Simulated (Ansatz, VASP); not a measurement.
AlN: VASP beside Ansatz

```xyz
4
Lattice="3.0983 0.0000 0.0000 -1.5491 2.6832 0.0000 0.0000 0.0000 4.9579" Properties=species:S:1:pos:R:3 pbc="T T T"
Al    0.0000    1.7888   -0.0050
Al    1.5491    0.8944    2.4740
N     0.0000    1.7888    1.8890
N     1.5491    0.8944    4.3680
```

Alike in both runs: task relaxation of the atoms; functional PBEsol; k mesh 8 × 8 × 6; no spin polarisation.

```csv
,VASP,Ansatz
version,VASP 6.6.1,Ansatz 0.2.0
potentials or method,"VASP PAW PBE potentials, release 64 (Al, N), cutoff 520 eV","all-electron LAPW, scalar-relativistic"
occupations,"gaussian, width 0.01 eV",fixed
```

|  | VASP | Ansatz | Ansatz less VASP |
| --- | --- | --- | --- |
| gap on the k mesh at the Fermi level, each at its own relaxed structure (eV) | 4.24 | 4.24 | -0.006 |

VASP's potentials were made for PBE, not for PBEsol. Ansatz ran all-electron here, and VASP with PAW potentials.
